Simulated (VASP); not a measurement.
# NiNF3 (Pm-3m) in VASP: single point with PBE+U

Aim: the single point of NiNF3 with PBE+U.

All numbers are computed with VASP 6.6.1; they aren't measurements. Logs are shortened: lines on timing, memory, paths and dates and some standing lists are left out, and cuts for length are marked.

## Step 1: The cell of the first run

Symmetry: Pm-3m, No. 221, cubic system. Conventional cell: a = 3.929 Å, b = 3.929 Å, c = 3.929 Å, α = 90.00°, β = 90.00°, γ = 90.00°. Ni (site symmetry m-3m) has 6 F at 1.96 Å within 2.6 Å. Within 3.7 Å of N (site symmetry m-3m) lie 12 F at 2.78 Å and 8 Ni at 3.40 Å. F (site symmetry 4/mmm) has 2 Ni at 1.96 Å within 2.6 Å.

## Step 2: Single point, PBE+U, collinear spin, ferromagnetic start

File INCAR:

```
SYSTEM = NiNF3
ALGO = Normal ; EDIFF = 1E-6
ENCUT = 520 ; GGA = PE
ISIF = 2 ; ISMEAR = 1
ISPIN = 2 ; LASPH = .True.
LCHARG = .False. ; LDAU = .True.
LDAUJ = 0 0 0 ; LDAUL = 2 -1 -1
LDAUPRINT = 1 ; LDAUTYPE = 2
LDAUU = 4 0 0 ; LMAXMIX = 4
LORBIT = 11 ; LREAL = .False.
LWAVE = .False. ; MAGMOM = 1.5 0 0 0 0
NBANDS = 30 ; NELM = 150
PREC = Accurate ; SIGMA = 0.1
```

File KPOINTS:

```
k-points
0
Gamma
  6 6 6
  0 0 0
```

File POSCAR:

```
NiNF3
1.0
    3.9288370000      0.0000000000      0.0000000000
    0.0000000000      3.9288370000      0.0000000000
    0.0000000000      0.0000000000      3.9288370000
Ni N F
1 1 3
Direct
    0.5000000000      0.5000000000      0.5000000000
    0.0000000000      0.0000000000      0.0000000000
    0.0000000000      0.5000000000      0.5000000000
    0.5000000000      0.5000000000      0.0000000000
    0.5000000000      0.0000000000      0.5000000000
```

Potentials or basis: VASP PAW PBE potentials, release 64 (Ni, N, F).

Command:

```
$ cat potpaw_PBE.64/Ni/POTCAR potpaw_PBE.64/N/POTCAR potpaw_PBE.64/F/POTCAR > POTCAR
$ mpirun -np 1 vasp_std > vasp.out
```

OUTCAR:

```text
SYSTEM = NiNF3
   EDIFF = 1E-6
   ENCUT = 520
   GGA = PE
   ISIF = 2
   ISMEAR = 1
   ISPIN = 2
   LASPH = .True.
   LORBIT = 11
   LREAL = .False.
   NELM = 150
   PREC = Accurate

 ion  position               nearest neighbor table
   1  0.500  0.500  0.500-   3 1.96   4 1.96   5 1.96   4 1.96   5 1.96   3 1.96
   2  0.000  0.000  0.000-
   3  0.000  0.500  0.500-   1 1.96   1 1.96
   4  0.500  0.500  0.000-   1 1.96   1 1.96
   5  0.500  0.000  0.500-   1 1.96   1 1.96

  LATTYP: Found a simple cubic cell.
 ALAT       =     3.9288370000

  Lattice vectors:

 A1 = (   3.9288370000,   0.0000000000,   0.0000000000)
 A2 = (   0.0000000000,   3.9288370000,   0.0000000000)
 A3 = (   0.0000000000,   0.0000000000,   3.9288370000)

Analysis of symmetry for initial positions (statically):
=====================================================================
 Subroutine PRICEL returns:
 Original cell was already a primitive cell.

 Routine SETGRP: Setting up the symmetry group for a
 simple cubic supercell.

 Subroutine GETGRP returns: Found 48 space group operations
 (whereof 48 operations were pure point group operations)
 out of a pool of 48 trial point group operations.

The static configuration has the point symmetry O_h .

Analysis of symmetry for dynamics (positions and initial velocities):
=====================================================================
 Subroutine PRICEL returns:
 Original cell was already a primitive cell.

 Routine SETGRP: Setting up the symmetry group for a
 simple cubic supercell.

 Subroutine GETGRP returns: Found 48 space group operations
 (whereof 48 operations were pure point group operations)
 out of a pool of 48 trial point group operations.

The dynamic configuration has the point symmetry O_h .

Analysis of structural, dynamic, and magnetic symmetry:
=====================================================================
 Subroutine PRICEL returns:
 Original cell was already a primitive cell.

 Routine SETGRP: Setting up the symmetry group for a
 simple cubic supercell.

 Subroutine GETGRP returns: Found 48 space group operations
 (whereof 48 operations were pure point group operations)
 out of a pool of 48 trial point group operations.

The overall configuration has the point symmetry O_h .

 Subroutine INISYM returns: Found 48 space group operations
 (whereof 48 operations are pure point group operations),
 and found     1 'primitive' translations

----------------------------------------------------------------------------------------

                                     Primitive cell

  volume of cell :      60.6446

  direct lattice vectors                    reciprocal lattice vectors
     3.928837000  0.000000000  0.000000000     0.254528248  0.000000000  0.000000000
     0.000000000  3.928837000  0.000000000     0.000000000  0.254528248  0.000000000
     0.000000000  0.000000000  3.928837000     0.000000000  0.000000000  0.254528248

  length of vectors
     3.928837000  3.928837000  3.928837000     0.254528248  0.254528248  0.254528248

  position of ions in fractional coordinates (direct lattice)
     0.500000000  0.500000000  0.500000000
     0.000000000  0.000000000  0.000000000
     0.000000000  0.500000000  0.500000000
     0.500000000  0.500000000  0.000000000
     0.500000000  0.000000000  0.500000000

  ion indices of the primitive-cell ions
   primitive index   ion index
                 1           1
                 2           2
                 3           3
[... 84 lines left out ...]
   ISMEAR =     1;   SIGMA  =   0.10  broadening in eV -4-tet -1-fermi 0-gaus
   EFERMI_NEDOS =   21; number of points for ismear=-14 and -15
   IALGO  =     38    algorithm
   IMIX   =      4    mixing-type and parameters
     AMIX     =   0.40;   BMIX     =  1.00
     AMIX_MAG =   1.60;   BMIX_MAG =  1.00
  volume/ion in A,a.u.               =      12.13        81.85
  Fermi-wavevector in a.u.,A,eV,Ry     =   1.375873  2.600023 25.756186  1.893026
  Thomas-Fermi vector in A             =   2.501169
   LORBIT       =     11    0 simple, 1 ext, 2 COOP (PROOUT), +10 PAW based schemes
 LDA+U is selected, type is set to LDAUTYPE =  2
   angular momentum for each species LDAUL =     2   -1   -1
   U (eV)           for each species LDAUU =   4.0  0.0  0.0
   J (eV)           for each species LDAUJ =   0.0  0.0  0.0
   GGA     = PE    functional components
   LHFCALC =     F    Hartree Fock is set to
   AEXX    =    0.0000 exact exchange contribution
   IVDW    =     0    specifies the selected vdW correction
   LEPSILON=     F    determine dielectric tensor
   LRPA    =     F    only Hartree local field effects (RPA)
 spin polarized calculation
 Methfessel and Paxton  Order N= 1 SIGMA  =   0.10
  energy-cutoff  :      520.00
  volume of cell :       60.64
 maximum number of plane-waves:      1659
 NGX is ok and might be reduce to    30
   NGX = 15   NGY = 15   NGZ = 15

atom =   1  type =  1  l = 2

 onsite density matrix

spin component  1

  0.9781  0.0000 -0.0000  0.0000 -0.0000
  0.0000  0.9781  0.0000  0.0000  0.0000
 -0.0000  0.0000  1.0214 -0.0000  0.0000
  0.0000  0.0000 -0.0000  0.9781 -0.0000
 -0.0000  0.0000  0.0000 -0.0000  1.0214

spin component  2

  0.9621  0.0000  0.0000  0.0000  0.0000
  0.0000  0.9621 -0.0000  0.0000  0.0000
  0.0000 -0.0000  0.1409  0.0000  0.0000
  0.0000  0.0000  0.0000  0.9621 -0.0000
  0.0000  0.0000  0.0000 -0.0000  0.1409

 occupancies and eigenvectors

  o =  0.1409  v =  0.0000  0.0000  0.0000  0.0000  0.0000  0.0000 -0.0000  1.0000 -0.0000 -0.0085      0.0000  0.0000  0.0000  0.0000  0.0000  0.0000  0.0000  0.0000  0.0000  0.0000
  o =  0.1409  v =  0.0000  0.0000  0.0000  0.0000  0.0000  0.0000  0.0000 -0.0085 -0.0000 -1.0000      0.0000  0.0000  0.0000  0.0000  0.0000  0.0000  0.0000  0.0000  0.0000  0.0000
  o =  0.9621  v =  0.0000  0.0000  0.0000  0.0000  0.0000  1.0000  0.0000  0.0000  0.0000  0.0000      0.0000  0.0000  0.0000  0.0000  0.0000  0.0000  0.0000  0.0000  0.0000  0.0000
  o =  0.9621  v =  0.0000  0.0000  0.0000  0.0000  0.0000  0.0000  0.9960  0.0000 -0.0893  0.0000      0.0000  0.0000  0.0000  0.0000  0.0000  0.0000  0.0000  0.0000  0.0000  0.0000
  o =  0.9621  v =  0.0000  0.0000  0.0000  0.0000  0.0000  0.0000 -0.0893 -0.0000 -0.9960 -0.0000      0.0000  0.0000  0.0000  0.0000  0.0000  0.0000  0.0000  0.0000  0.0000  0.0000
  o =  0.9781  v =  0.0000 -0.3533  0.0000  0.9355 -0.0000  0.0000  0.0000  0.0000  0.0000  0.0000      0.0000  0.0000  0.0000  0.0000  0.0000  0.0000  0.0000  0.0000  0.0000  0.0000
  o =  0.9781  v =  0.0000  0.9355  0.0000  0.3533  0.0000  0.0000  0.0000  0.0000  0.0000  0.0000      0.0000  0.0000  0.0000  0.0000  0.0000  0.0000  0.0000  0.0000  0.0000  0.0000
  o =  0.9781  v =  1.0000  0.0000  0.0000  0.0000  0.0000  0.0000  0.0000  0.0000  0.0000  0.0000      0.0000  0.0000  0.0000  0.0000  0.0000  0.0000  0.0000  0.0000  0.0000  0.0000
  o =  1.0214  v =  0.0000  0.0000 -1.0000  0.0000  0.0090  0.0000  0.0000  0.0000  0.0000  0.0000      0.0000  0.0000  0.0000  0.0000  0.0000  0.0000  0.0000  0.0000  0.0000  0.0000
  o =  1.0214  v =  0.0000 -0.0000  0.0090  0.0000  1.0000  0.0000  0.0000  0.0000  0.0000  0.0000      0.0000  0.0000  0.0000  0.0000  0.0000  0.0000  0.0000  0.0000  0.0000  0.0000

 number of electron      35.9999978 magnetization       2.0212497

 Free energy of the ion-electron system (eV)
  ---------------------------------------------------
  ext. energy  EPLUGINS =         0.00000000
  ---------------------------------------------------
  free energy    TOTEN  =       -16.75084059 eV

  energy without entropy =      -16.75893883  energy(sigma->0) =      -16.75354000

 E-fermi :  -0.3527     XC(G=0):  -9.8690

 val. band max:       -0.3623531160   @ k =   0.5000   0.1667   0.0000
 cond. band min:      -0.3379184102   @ k =   0.5000   0.5000   0.1667
 fundamental gap:      0.0244347058
 Fermi energy:        -0.3526603248

 spin component 1

 k-point     1 :       0.0000    0.0000    0.0000
  band No.  band energies     occupation
      1     -22.3602      1.00000
      2     -21.6971      1.00000
      3     -21.6971      1.00000
      4     -12.3376      1.00000
      5      -4.8298      1.00000
      6      -4.8298      1.00000
[... 649 lines left out ...]
     29      15.9611      0.00000
     30      21.7063      0.00000
 Fermi energy:        -0.3526603248

 spin component 2

 k-point     1 :       0.0000    0.0000    0.0000
  band No.  band energies     occupation
      1     -22.2309      1.00000
      2     -21.4537      1.00000
      3     -21.4536      1.00000
      4     -12.3365      1.00000
      5      -4.6665      1.00000
      6      -4.6665      1.00000
[... 649 lines left out ...]
     29      15.9528      0.00000
     30      21.9812      0.00000

------------------------ aborting loop because EDIFF is reached ----------------------------------------

  FORCE on cell =-STRESS in cart. coord.  units (eV):
  Direction    XX          YY          ZZ          XY          YZ          ZX
  --------------------------------------------------------------------------------------
  -------------------------------------------------------------------------------------
  Total       -1.1663349     -1.1663349     -1.1663349     -0.0000000     -0.0000000      0.0000000
  in kB      -30.8135566    -30.8135566    -30.8135566     -0.0000000     -0.0000000      0.0000000
  external PRESSURE =     -30.8135566 kB  Pullay stress =       0.0000000 kB

 VOLUME and BASIS-vectors are now :
 -----------------------------------------------------------------------------
  energy-cutoff  :      520.00
  volume of cell :       60.64
      direct lattice vectors                 reciprocal lattice vectors
     3.928837000  0.000000000  0.000000000     0.254528248  0.000000000  0.000000000
     0.000000000  3.928837000  0.000000000     0.000000000  0.254528248  0.000000000
     0.000000000  0.000000000  3.928837000     0.000000000  0.000000000  0.254528248

 POSITION                                       TOTAL-FORCE (eV/Angst)
 -----------------------------------------------------------------------------------
      1.96442      1.96442      1.96442         0.000000      0.000000      0.000000
      0.00000      0.00000      0.00000         0.000000      0.000000      0.000000
      0.00000      1.96442      1.96442         0.000000      0.000000      0.000000
      1.96442      1.96442      0.00000         0.000000      0.000000      0.000000
      1.96442      0.00000      1.96442         0.000000      0.000000      0.000000
 -----------------------------------------------------------------------------------
    total drift:                                0.000000      0.000000     -0.000000

  FREE ENERGIE OF THE ION-ELECTRON SYSTEM (eV)
  ---------------------------------------------------
  free  energy   TOTEN  =       -16.7508405865 eV

  energy  without entropy=      -16.7589388252  energy(sigma->0) =      -16.75354000

 total charge

# of ion       s       p       d       tot
------------------------------------------
    1        0.305   0.420   8.120   8.844
    2        1.412   1.730   0.000   3.142
    3        1.741   4.292   0.000   6.033
    4        1.741   4.292   0.000   6.033
    5        1.741   4.292   0.000   6.033
--------------------------------------------------
tot          6.941  15.025   8.120  30.086

 magnetization (x)

# of ion       s       p       d       tot
------------------------------------------
    1        0.012   0.013   1.808   1.833
    2        0.000   0.001   0.000   0.001
    3        0.005   0.058   0.000   0.063
    4        0.005   0.058   0.000   0.063
    5        0.005   0.058   0.000   0.063
--------------------------------------------------
tot          0.026   0.188   1.808   2.022
```

It took 2.1 min on 1 thread of Intel Xeon 6975P-C, shared host; peak memory 0.22 GiB.

Results:

| Item | Value |
| --- | --- |
| Free energy | -16.7508 eV |
| Pressure | -3.1 GPa |
| Band gap on the k mesh | zero (filled and empty bands overlap) |
| Net moment | 2.02 μB per cell |
| Site moments | Ni +1.83; N +0.00; F +0.06 μB |
| Valence electrons inside the program's atomic spheres | Ni 8.84; N 3.14; F 6.03 |

Eigenvalues of the final occupation matrices:
| site | spin | trace | eigenvalues |
| --- | --- | --- | --- |
| site 1 d | 1 | 4.98 | 0.98 0.98 0.98 1.02 1.02 |
| site 1 d | 2 | 3.17 | 0.14 0.14 0.96 0.96 0.96 |

Caveat: a cell with one magnetic atom can't hold antiferromagnetic order, which such compounds often take. The state reached can hang on the start; a lower one may exist.
